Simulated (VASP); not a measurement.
Crystal: Sn.

```
Sn
1.0
     6.15114    0.00000    0.00000
    -3.07557    5.32704    0.00000
     0.00000    0.00000    3.77092
Sn
3
Direct
  0.00000 0.00000 0.00000
  0.33333 0.66667 0.50000
  0.66667 0.33333 0.50000
```

This isn't the form of Sn at room conditions, which is tetragonal (white tin).

- Program: VASP 6.6.1
- Task: relaxation of cell and atoms
- Functional: PBE
- Potentials or basis: VASP PAW PBE potentials, release 64 (Sn_d)
- Cutoff: 500 eV
- k mesh: 3 × 3 × 4
- Occupations: gaussian, width 0.1 eV
- Spin: no spin polarisation

At the start: pressure -7.3 GPa; volume 41.19 Å³/atom.

Task: Where does the relaxation end?

Result: Over 18 steps the energy falls by 439.8 meV/atom and the volume is 28.71 Å³/atom (-30.3 %); space group P6/mmm (No. 191, to 0.1 Å) before and after.

The path:
| step | energy change (eV) | largest force (eV/Å) | pressure (GPa) | volume (Å³) |
| --- | --- | --- | --- | --- |
| 1 | 0.0000 | 0.0000 | -7.32 | 123.56 |
| 2 | -1.1244 | 0.0000 | -2.83 | 92.88 |
| 3 | -1.1856 | 0.0000 | -0.35 | 87.00 |
| 4 | -1.1864 | 0.0000 | 0.03 | 86.23 |
| 5 | -1.1945 | 0.0000 | 0.15 | 86.13 |
| 6 | -1.2242 | 0.0000 | 0.21 | 85.77 |
| 7 | -1.2293 | 0.0000 | 0.68 | 84.78 |
| 8 | -0.9508 | 0.0000 | 7.10 | 81.68 |
| 9 | -1.2559 | 0.0000 | 0.64 | 84.51 |
| 10 | -1.2771 | 0.0000 | 2.35 | 83.24 |
| 11 | -1.3060 | 0.0000 | 1.16 | 83.95 |
| 12 | -1.3074 | 0.0000 | 1.59 | 83.66 |
| 13 | -1.3090 | 0.0000 | 1.42 | 83.76 |
| 14 | -1.3111 | 0.0000 | 1.25 | 84.26 |
| 15 | -1.3112 | 0.0000 | 1.28 | 84.18 |
| 16 | -1.3152 | 0.0000 | 0.90 | 84.73 |
| 17 | -1.3193 | 0.0000 | -0.15 | 86.38 |
| 18 | -1.3194 | 0.0000 | -0.01 | 86.14 |

Final structure:
```yaml
crystal:
  lattice:
    - [5.83417, 0.00000, 0.00000]
    - [-2.91708, 5.05254, 0.00000]
    - [0.00000, 0.00000, 2.92236]
  atoms:
    - { symbol: Sn, position: [0.00000, 0.00000, 0.00000] }
    - { symbol: Sn, position: [0.33333, 0.66667, 0.50000] }
    - { symbol: Sn, position: [0.66667, 0.33333, 0.50000] }
```

Caveat: the k points lie up to 0.54 Å⁻¹ apart in the final cell, too coarse for converged energies and pressures of a metal; the volume moved by over 15 % at a fixed basis, so the end points are rough.
